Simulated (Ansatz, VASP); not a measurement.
BeMo: VASP beside Ansatz

```
CELL_PARAMETERS angstrom
3.41932 0.00000 0.00000
-1.70966 2.96122 0.00000
0.00000 0.00000 4.86073
ATOMIC_POSITIONS crystal
Be 0.00000 0.00000 0.00000
Be 0.00000 0.00000 0.50000
Mo 0.66667 0.33333 0.75000
Mo 0.33333 0.66667 0.25000
```

Alike in both runs: functional PBE; k mesh 18 × 18 × 10; occupations gaussian, width 0.1 eV; no spin polarisation.

Ansatz relaxed the structure, and its values are those at the end. VASP's run is a single point on that final structure, the one shown.

|  | VASP | Ansatz |
| --- | --- | --- |
| version | VASP 6.6.1 | Ansatz 0.2.0 |
| potentials or method | VASP PAW PBE potentials, release 64 (Be, Mo_sv), cutoff 520 eV | scalar-relativistic, plane waves, PAW |
| valence electrons in the cell | 32 | 32 |

|  | VASP | Ansatz | Ansatz less VASP |
| --- | --- | --- | --- |
| gap on the k mesh at the Fermi level (eV) | none | none | - |
| pressure (GPa) | 0.3 | 0.0 | -0.30 |

A gap of «none» marks a metal or a gap that the smearing closes.
